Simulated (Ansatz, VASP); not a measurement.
**Si4F: VASP beside Ansatz**

Contents of INCAR:

```
PREC     = Accurate       # precision mode
ENCUT    = 520            # plane-wave cutoff, eV
EDIFF    = 1E-6           # SCF threshold, eV
ISMEAR   = 0              # smearing method
SIGMA    = 0.1            # smearing width, eV
LREAL    = False          # projectors in reciprocal space
LASPH    = True           # aspherical terms in the spheres
NELM     = 150            # most SCF steps
ALGO     = Normal         # electronic algorithm
ISIF     = 2              # what is computed and relaxed
LWAVE    = False          # write WAVECAR
LCHARG   = False          # write CHGCAR
ISPIN    = 2              # spin polarisation
MAGMOM   = 0 0 0 0 1      # initial moments
LORBIT   = 11             # projections on sites
GGA      = PE             # functional
NBANDS   = 24             # bands
```

The input KPOINTS:

```
Automatic mesh
0
Gamma
  6 6 6
```

File POSCAR:

```
Si4F
1.0
   -2.5889370300      2.5889370300      2.5889370300
    2.5889370300     -2.5889370300      2.5889370300
    2.5889370300      2.5889370300     -2.5889370300
Si F
4 1
Direct
    0.5000000000      0.5000000000      0.5000000000
    0.5000000000      0.0000000000      0.0000000000
    0.0000000000      0.0000000000      0.5000000000
    0.0000000000      0.5000000000      0.0000000000
    0.0000000000      0.0000000000      0.0000000000
```

Input for Ansatz:

```yaml
crystal:
  lattice:
    - [-2.58893703, 2.58893703, 2.58893703]
    - [2.58893703, -2.58893703, 2.58893703]
    - [2.58893703, 2.58893703, -2.58893703]
  atoms:
    - { symbol: Si, position: [0.5, 0.5, 0.5] }
    - { symbol: Si, position: [0.5, 0.0, 0.0] }
    - { symbol: Si, position: [0.0, 0.0, 0.5] }
    - { symbol: Si, position: [0.0, 0.5, 0.0] }
    - { symbol: F, position: [0.0, 0.0, 0.0], spin: 1.0 }
basis:
  ecutwfc: 420
kpoints:
  mp_grid: { grid: [6, 6, 6] }
hamiltonian:
  xc: pbe
scf:
  occupations: { method: gaussian, width: 0.1 }
  lower_state_search: "off"
output:
  forces: true
  stress: true
  eigenvalues: true
  populations: true
magnetization:
  spin_polarized: true
```

Change from the starting cell: species swapped into the Hg4Pt type (Im-3m, No. 229).

Alike in both runs: task single point; functional PBE; k mesh 6 × 6 × 6; occupations gaussian, width 0.1 eV; collinear spin.

```csv
,VASP,Ansatz
version,VASP 6.6.1,Ansatz 0.2.0
potentials or method,"VASP PAW PBE potentials, release 64 (Si, F), cutoff 520 eV","scalar-relativistic, plane waves, PAW"
valence electrons in the cell,23,23
```

```tsv
	VASP	Ansatz	Ansatz less VASP
gap on the k mesh at the Fermi level (eV)	none	none	-
pressure (GPa)	19.6	19.7	+0.11
net moment per atom (μB)	0.00	0.00	0.000
```

A gap of «none» marks a metal or a gap that the smearing closes. The functional is the same, so the differences come from potentials, cutoffs and numerics. Ansatz's warnings: seeded moment not kept.
